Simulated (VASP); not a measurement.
# TaN (P6/mmm) in VASP: a series of runs

The runs below take TaN through single point, with LDA.

Everything below comes from runs of VASP 6.6.1. Logs are shortened: lines on timing, memory, paths and dates and some standing lists are left out, and cuts for length are marked.

## Step 1: The cell of the first run

It takes space group P6/mmm (No. 191, hexagonal). The conventional cell has a = 5.191 Å, b = 5.191 Å, c = 2.908 Å, α = 90.00°, β = 90.00°, γ = 120.00°. Ta (site symmetry 6/mmm) has 6 N at 2.60 Å and 14 Ta at 2.91 to 3.33 Å within 3.4 Å. Ta (site symmetry -6m2) has 6 N at 2.09 Å within 2.8 Å. Within 2.8 Å of N (site symmetry mmm) lie 6 Ta at 2.09 to 2.60 Å and 4 N at 2.60 Å.

## Step 2: Single point, LDA

Input file INCAR:

```
SYSTEM = TaN
PREC = Accurate
ENCUT = 600
EDIFF = 1E-6
ISMEAR = -1
SIGMA = 0.1
LREAL = .FALSE.
LASPH = .TRUE.
NELM = 120
ALGO = Normal
ISIF = 2
LWAVE = .FALSE.
LCHARG = .FALSE.
NBANDS = 36
GGA_COMPAT = .FALSE.
```

Input file KPOINTS:

```
regular mesh
0
G
  4 4 6
  0 0 0
```

Input file POSCAR:

```
TaN
1.0
    5.1910000000      0.0000000000      0.0000000000
   -2.5955000000      4.4955378700      0.0000000000
    0.0000000000      0.0000000000      2.9080000000
Ta N
3 3
Direct
    0.0000000000      0.0000000000      0.0000000000
    0.3333333333      0.6666666667      0.5000000000
    0.6666666667      0.3333333333      0.5000000000
    0.5000000000      0.0000000000      0.0000000000
    0.5000000000      0.5000000000      0.0000000000
    0.0000000000      0.5000000000      0.0000000000
```

Potentials or basis: VASP PAW LDA potentials, release 64 (Ta_sv_GW, N).

On the command line:

```console
$ cat potpaw_LDA.64/Ta_sv_GW/POTCAR potpaw_LDA.64/N/POTCAR > POTCAR
$ mpirun -np 1 vasp_std > vasp.out
```

OUTCAR:

```text
SYSTEM = TaN
   PREC = Accurate
   ENCUT = 600
   EDIFF = 1E-6
   ISMEAR = -1
   LREAL = .FALSE.
   LASPH = .TRUE.
   NELM = 120
   ISIF = 2

 ion  position               nearest neighbor table
   1  0.000  0.000  0.000-
   2  0.333  0.667  0.500-   4 2.09   4 2.09   6 2.09   6 2.09   5 2.09   5 2.09   3 3.00   3 3.00
                             3 3.00
   3  0.667  0.333  0.500-   4 2.09   4 2.09   6 2.09   6 2.09   5 2.09   5 2.09   2 3.00   2 3.00
                             2 3.00
   4  0.500  0.000  0.000-   2 2.09   3 2.09   2 2.09   3 2.09
   5  0.500  0.500  0.000-   2 2.09   3 2.09   2 2.09   3 2.09
   6  0.000  0.500  0.000-   2 2.09   3 2.09   2 2.09   3 2.09

  LATTYP: Found a hexagonal cell.
 ALAT       =     5.1910000000
 C/A-ratio  =     0.5602003468

  Lattice vectors:

 A1 = (   5.1910000000,   0.0000000000,   0.0000000000)
 A2 = (  -2.5955000000,   4.4955378700,   0.0000000000)
 A3 = (   0.0000000000,   0.0000000000,   2.9080000000)

Analysis of symmetry for initial positions (statically):
=====================================================================
 Subroutine PRICEL returns:
 Original cell was already a primitive cell.

 Routine SETGRP: Setting up the symmetry group for a
 hexagonal supercell.

 Subroutine GETGRP returns: Found 24 space group operations
 (whereof 24 operations were pure point group operations)
 out of a pool of 24 trial point group operations.

The static configuration has the point symmetry D_6h.

Analysis of symmetry for dynamics (positions and initial velocities):
=====================================================================
 Subroutine PRICEL returns:
 Original cell was already a primitive cell.

 Routine SETGRP: Setting up the symmetry group for a
 hexagonal supercell.

 Subroutine GETGRP returns: Found 24 space group operations
 (whereof 24 operations were pure point group operations)
 out of a pool of 24 trial point group operations.

The dynamic configuration has the point symmetry D_6h.

 Subroutine INISYM returns: Found 24 space group operations
 (whereof 24 operations are pure point group operations),
 and found     1 'primitive' translations

----------------------------------------------------------------------------------------

                                     Primitive cell

  volume of cell :      67.8621

  direct lattice vectors                    reciprocal lattice vectors
     5.191000000  0.000000000  0.000000000     0.192641110  0.111221397  0.000000000
    -2.595500000  4.495537870  0.000000000     0.000000000  0.222442793  0.000000000
     0.000000000  0.000000000  2.908000000     0.000000000  0.000000000  0.343878955

  length of vectors
     5.191000000  5.190999999  2.908000000     0.222442793  0.222442793  0.343878955

  position of ions in fractional coordinates (direct lattice)
     0.000000000  0.000000000  0.000000000
     0.333333333  0.666666667  0.500000000
     0.666666667  0.333333333  0.500000000
     0.500000000  0.000000000  0.000000000
     0.500000000  0.500000000  0.000000000
     1.000000000  0.500000000  0.000000000

  ion indices of the primitive-cell ions
   primitive index   ion index
                 1           1
                 2           2
                 3           3
                 4           4
                 5           5
                 6           6

----------------------------------------------------------------------------------------

 KPOINTS: regular mesh

Automatic generation of k-mesh.
 Grid dimensions read from file:
 generate k-points for:    4    4    6

 Generating k-lattice:

  Cartesian coordinates                     Fractional coordinates (reciprocal lattice)
     0.048160277  0.027805349  0.000000000     0.250000000 -0.000000000  0.000000000
     0.000000000  0.055610698  0.000000000     0.000000000  0.250000000  0.000000000
     0.000000000  0.000000000  0.057313159     0.000000000  0.000000000  0.166666667

  Length of vectors
     0.055610698  0.055610698  0.057313159

  Shift w.r.t. Gamma in fractional coordinates (k-lattice)
     0.000000000  0.000000000  0.000000000

 Subroutine IBZKPT returns following result:
 ===========================================

 Found     16 irreducible k-points:

 Following reciprocal coordinates:
            Coordinates               Weight
  0.000000  0.000000  0.000000      1.000000
  0.250000  0.000000  0.000000      6.000000
  0.500000  0.000000  0.000000      3.000000
  0.250000  0.250000  0.000000      6.000000
  0.000000  0.000000  0.166667      2.000000
  0.250000  0.000000  0.166667     12.000000
[... 8 lines left out ...]
  0.500000  0.000000  0.500000      3.000000
  0.250000  0.250000  0.500000      6.000000
   k-points           NKPTS =     16   k-points in BZ     NKDIM =     16   number of bands    NBANDS=     36
   number of dos      NEDOS =    301   number of ions     NIONS =      6
   total plane-waves  NPLWV =  42336
   dimension x,y,z NGX =    42 NGY =   42 NGZ =   24
   dimension x,y,z NGXF=    84 NGYF=   84 NGZF=   48
   ions per type =               3   3
   NGX,Y,Z   is equivalent  to a cutoff of  13.45, 13.45, 13.72 a.u.
   NGXF,Y,Z  is equivalent  to a cutoff of  26.90, 26.90, 27.44 a.u.
 SYSTEM =  TaN
   PREC   = accura    normal or accurate (medium, high low for compatibility)
   ISTART =      0    job   : 0-new  1-cont  2-samecut
   ICHARG =      2    charge: 1-file 2-atom 10-const
   ISPIN  =      1    spin polarized calculation?
   LNONCOLLINEAR =      F non collinear calculations
   LSORBIT =      F    spin-orbit coupling
   LASPH  =      T    aspherical Exc in radial PAW
   ENCUT  =  600.0 eV  44.10 Ry    6.64 a.u.  10.37 10.37  5.81*2*pi/ulx,y,z
   NELM   =    120;   NELMIN=  2; NELMDL= -5     # of ELM steps
   EDIFF  = 0.1E-05   stopping-criterion for ELM
   LREAL  =      F    real-space projection
   EDIFFG = 0.1E-04   stopping-criterion for IOM
   NSW    =      0    number of steps for IOM
   IBRION =     -1    ionic relax: 0-MD 1-quasi-New 2-CG
   NFREE  =      0    steps in history (QN), initial steepest desc. (CG)
   ISIF   =      2    stress and relaxation
   ISYM   =      2    0-nonsym 1-usesym 2-fastsym
   POTIM  = 0.5000    time-step for ionic-motion
   TEBEG  =    0.0;   TEEND  =   0.0 temperature during run
   PSTRESS=    0.0 pullay stress
   NELECT =      54.0000    total number of electrons
   NUPDOWN=      -1.0000    fix difference up-down
   EMIN   =  10.00;   EMAX   =-10.00  energy-range for DOS
   EFERMI =   0.00;   METHOD = LEGACY
   ISMEAR =    -1;   SIGMA  =   0.10  broadening in eV -4-tet -1-fermi 0-gaus
   EFERMI_NEDOS =   21; number of points for ismear=-14 and -15
   IALGO  =     38    algorithm
   IMIX   =      4    mixing-type and parameters
     AMIX     =   0.40;   BMIX     =  1.00
     AMIX_MAG =   1.60;   BMIX_MAG =  1.00
  volume/ion in A,a.u.               =      11.31        76.33
  Fermi-wavevector in a.u.,A,eV,Ry     =   1.517040  2.866790 31.312592  2.301411
  Thomas-Fermi vector in A             =   2.626349
   LORBIT       =      0    0 simple, 1 ext, 2 COOP (PROOUT), +10 PAW based schemes
   GGA     = CA    functional components
   LHFCALC =     F    Hartree Fock is set to
   AEXX    =    0.0000 exact exchange contribution
   IVDW    =     0    specifies the selected vdW correction
   LEPSILON=     F    determine dielectric tensor
   LRPA    =     F    only Hartree local field effects (RPA)
 non-spin polarized calculation
  energy-cutoff  :      600.00
  volume of cell :       67.86
 maximum number of plane-waves:      2292
 NGX is ok and might be reduce to    42
   NGX = 21   NGY = 21   NGZ = 11

 number of electron      53.9999997 magnetization

 Free energy of the ion-electron system (eV)
  ---------------------------------------------------
  ext. energy  EPLUGINS =         0.00000000
  ---------------------------------------------------
  free energy    TOTEN  =       -78.86568766 eV

  energy without entropy =      -78.82406706  energy(sigma->0) =      -78.84487736

 E-fermi :  11.8923     XC(G=0): -13.6492

 val. band max:       11.7516895503   @ k =   0.5000   0.0000   0.1667
 cond. band min:      11.9828903349   @ k =   0.2500   0.0000   0.5000
 fundamental gap:      0.2312007845
 Fermi energy:        11.8923151332

 k-point     1 :       0.0000    0.0000    0.0000
  band No.  band energies     occupation
      1     -56.9504      2.00000
      2     -56.9010      2.00000
      3     -56.6612      2.00000
      4     -24.0664      2.00000
      5     -24.0664      2.00000
      6     -23.6836      2.00000
[... 28 lines left out ...]
     35      15.1129      0.00000
     36      15.1208      0.00000

 k-point     2 :       0.2500    0.0000    0.0000
  band No.  band energies     occupation
      1     -56.9439      2.00000
      2     -56.9073      2.00000
      3     -56.6616      2.00000
      4     -24.1081      2.00000
      5     -24.0356      2.00000
      6     -23.6539      2.00000
[... 28 lines left out ...]
     35      15.4082      0.00000
     36      15.4932      0.00000

 k-point     3 :       0.5000    0.0000    0.0000
  band No.  band energies     occupation
      1     -56.9335      2.00000
      2     -56.9174      2.00000
      3     -56.6619      2.00000
      4     -24.1425      2.00000
      5     -23.9441      2.00000
      6     -23.7482      2.00000
[... 28 lines left out ...]
     35      15.5726      0.00000
     36      15.7426      0.00000
[... 430 lines left out ...]
 k-point    15 :       0.5000    0.0000    0.5000
  band No.  band energies     occupation
      1     -56.8852      2.00000
      2     -56.8695      2.00000
      3     -56.6230      2.00000
      4     -24.3336      2.00000
      5     -24.2363      2.00000
      6     -23.9312      2.00000
[... 28 lines left out ...]
     35      16.3341      0.00000
     36      17.6952      0.00000

 k-point    16 :       0.2500    0.2500    0.5000
  band No.  band energies     occupation
      1     -56.8853      2.00000
      2     -56.8695      2.00000
      3     -56.6231      2.00000
      4     -24.3284      2.00000
      5     -24.2424      2.00000
      6     -23.9520      2.00000
[... 28 lines left out ...]
     35      16.0177      0.00000
     36      17.7835      0.00000

------------------------ aborting loop because EDIFF is reached ----------------------------------------

  FORCE on cell =-STRESS in cart. coord.  units (eV):
  Direction    XX          YY          ZZ          XY          YZ          ZX
  --------------------------------------------------------------------------------------
  -------------------------------------------------------------------------------------
  Total       -1.2221643     -1.2221643     -2.5147341      0.0000000     -0.0000000      0.0000000
  in kB      -28.8544692    -28.8544692    -59.3711647      0.0000000     -0.0000000      0.0000000
  external PRESSURE =     -39.0267010 kB  Pullay stress =       0.0000000 kB

 VOLUME and BASIS-vectors are now :
 -----------------------------------------------------------------------------
  energy-cutoff  :      600.00
  volume of cell :       67.86
      direct lattice vectors                 reciprocal lattice vectors
     5.191000000  0.000000000  0.000000000     0.192641110  0.111221397  0.000000000
    -2.595500000  4.495537870  0.000000000     0.000000000  0.222442793  0.000000000
     0.000000000  0.000000000  2.908000000     0.000000000  0.000000000  0.343878955

 POSITION                                       TOTAL-FORCE (eV/Angst)
 -----------------------------------------------------------------------------------
      0.00000      0.00000      0.00000         0.000000      0.000000      0.000000
     -0.00000      2.99703      1.45400        -0.000000      0.000000     -0.000000
      2.59550      1.49851      1.45400        -0.000000     -0.000000      0.000000
      2.59550      0.00000      0.00000         0.000000      0.000000      0.000000
      1.29775      2.24777      0.00000         0.000000      0.000000      0.000000
     -1.29775      2.24777      0.00000         0.000000      0.000000      0.000000
 -----------------------------------------------------------------------------------
    total drift:                                0.000000      0.000000     -0.000000

  FREE ENERGIE OF THE ION-ELECTRON SYSTEM (eV)
  ---------------------------------------------------
  free  energy   TOTEN  =       -78.8656876614 eV

  energy  without entropy=      -78.8240670614  energy(sigma->0) =      -78.84487736
```

It took 99 s on 1 thread of Intel Xeon Platinum 8259CL at 2.50GHz (Skylake/Cascade Lake), shared host; peak memory 0.18 GiB.

Results:

| Item | Value |
| --- | --- |
| Free energy | -78.8657 eV |
| Pressure | -3.9 GPa |
| Band gap on the k mesh | zero (band 27 reaches 12.72 eV, above the bottom of band 28 at 10.59 eV) |

Caveat: the k points lie up to 0.36 Å⁻¹ apart; spin-orbit coupling is left out, which moves the levels of the heavy elements.

## Step 3: Single point, LDA

Input file INCAR:

```
PREC     = Accurate       # precision mode
ENCUT    = 600            # plane-wave cutoff, eV
EDIFF    = 1E-6           # SCF threshold, eV
ISMEAR   = -1             # smearing method
SIGMA    = 0.1            # smearing width, eV
LREAL    = F              # projectors in reciprocal space
LASPH    = T              # aspherical terms in the spheres
NELM     = 120            # most SCF steps
ALGO     = Normal         # electronic algorithm
ISIF     = 2              # what is computed and relaxed
LWAVE    = F              # write WAVECAR
LCHARG   = T              # write CHGCAR
LELF     = T              # ELF
LVHAR    = T            
NBANDS   = 36             # bands
GGA_COMPAT= F
```

Input file KPOINTS:

```
Automatic mesh
0
Gamma
  5 5 8
```

POSCAR is that of step 2.

Potentials or basis: VASP PAW LDA potentials, release 64 (Ta_sv_GW, N).

On the command line:

```console
$ cat potpaw_LDA.64/Ta_sv_GW/POTCAR potpaw_LDA.64/N/POTCAR > POTCAR
$ mpirun -np 1 vasp_std > vasp.out
```

OUTCAR:

```text
PREC = Accurate
   ENCUT = 600
   EDIFF = 1E-6
   ISMEAR = -1
   LREAL = F
   LASPH = T
   NELM = 120
   ISIF = 2

 ion  position               nearest neighbor table
   1  0.000  0.000  0.000-
   2  0.333  0.667  0.500-   4 2.09   4 2.09   6 2.09   6 2.09   5 2.09   5 2.09   3 3.00   3 3.00
                             3 3.00
   3  0.667  0.333  0.500-   4 2.09   4 2.09   6 2.09   6 2.09   5 2.09   5 2.09   2 3.00   2 3.00
                             2 3.00
   4  0.500  0.000  0.000-   2 2.09   3 2.09   2 2.09   3 2.09
   5  0.500  0.500  0.000-   2 2.09   3 2.09   2 2.09   3 2.09
   6  0.000  0.500  0.000-   2 2.09   3 2.09   2 2.09   3 2.09
[... 1143 lines left out ...]
  Total       -1.5186774     -1.5186774     -2.4777650      0.0000000     -0.0000000      0.0000000
  in kB      -35.8549412    -35.8549412    -58.4983482      0.0000000     -0.0000000      0.0000000
  external PRESSURE =     -43.4027435 kB  Pullay stress =       0.0000000 kB

 VOLUME and BASIS-vectors are now :
 -----------------------------------------------------------------------------
  energy-cutoff  :      600.00
  volume of cell :       67.86
      direct lattice vectors                 reciprocal lattice vectors
     5.191000000  0.000000000  0.000000000     0.192641110  0.111221397  0.000000000
    -2.595500000  4.495537870  0.000000000     0.000000000  0.222442793  0.000000000
     0.000000000  0.000000000  2.908000000     0.000000000  0.000000000  0.343878955

 POSITION                                       TOTAL-FORCE (eV/Angst)
 -----------------------------------------------------------------------------------
      0.00000      0.00000      0.00000        -0.000000      0.000000     -0.000000
     -0.00000      2.99703      1.45400        -0.000000     -0.000000      0.000000
      2.59550      1.49851      1.45400         0.000000      0.000000     -0.000000
      2.59550      0.00000      0.00000        -0.000000      0.000000     -0.000000
      1.29775      2.24777      0.00000        -0.000000      0.000000     -0.000000
     -1.29775      2.24777      0.00000        -0.000000      0.000000     -0.000000
 -----------------------------------------------------------------------------------
    total drift:                                0.000000      0.000000     -0.000000

  FREE ENERGIE OF THE ION-ELECTRON SYSTEM (eV)
  ---------------------------------------------------
  free  energy   TOTEN  =       -78.9129460613 eV

  energy  without entropy=      -78.8822027766  energy(sigma->0) =      -78.89757442
```

OSZICAR:

```text
N       E                     dE             d eps       ncg     rms          rms(c)
DAV:   1     0.477610733549E+03    0.47761E+03   -0.35880E+04  1800   0.170E+03
DAV:   2    -0.576895908186E+02   -0.53530E+03   -0.52240E+03  2248   0.414E+02
DAV:   3    -0.921061669348E+02   -0.34417E+02   -0.34163E+02  2344   0.103E+02
[... 14 lines left out ...]
DAV:  18    -0.789133333370E+02    0.62756E-03   -0.92991E-04  2320   0.127E-01    0.190E+00
DAV:  19    -0.789129982892E+02    0.33505E-03   -0.67878E-04  2160   0.121E-01    0.540E-01
DAV:  20    -0.789129591235E+02    0.39166E-04   -0.71970E-05  2516   0.373E-02    0.191E-01
DAV:  21    -0.789129468858E+02    0.12238E-04   -0.29092E-05  2196   0.248E-02    0.922E-02
DAV:  22    -0.789129460613E+02    0.82450E-06   -0.89328E-06  2272   0.145E-02
   1 F= -.78912946E+02 E0= -.78897574E+02  d E =-.307433E-01
```

stdout:

```text
POSCAR found type information on POSCAR TaN
 POSCAR found :  2 types and       6 ions
 scaLAPACK will be used
 LDA part: xc-table for (Slater(with rela. corr.)+CA(PZ))
 , standard interpolation
 POSCAR, INCAR and KPOINTS ok, starting setup
 FFT: planning ... GRIDC
 FFT: planning ... GRID_SOFT
 FFT: planning ... GRID
 WAVECAR not read
 entering main loop
```

Run time: 71 s. Hardware: 1 thread of Intel Xeon Platinum 8559C (Emerald Rapids), shared host; peak memory 0.2 GiB.

What came out:

| Property | Result |
| --- | --- |
| Free energy | -78.9129 eV |
| Pressure | -4.3 GPa |
| Band gap on the k mesh | zero (band 27 reaches 12.74 eV, above the bottom of band 28 at 10.60 eV) |

Stress tensor (GPa, compression positive):
```
-3.59  0.00  0.00
 0.00 -3.59  0.00
 0.00  0.00 -5.85
```

Levels at points of the mesh, in eV from the Fermi level:
| k point | band 24 | band 25 | band 26 | band 27 | band 28 | band 29 | band 30 | band 31 |
| --- | --- | --- | --- | --- | --- | --- | --- | --- |
| (0.00, 0.00, 0.00) | -3.02 | -2.51 | -2.10 | -1.31 | -1.31 | 0.75 | 0.75 | 1.20 |
| (0.00, 0.00, 0.50) | -3.11 | -3.11 | -1.94 | 0.83 | 0.83 | 1.48 | 1.72 | 2.47 |

Caveat: spin-orbit coupling is left out, which moves the levels of the heavy elements.

(Continued in part 2 of 2.)
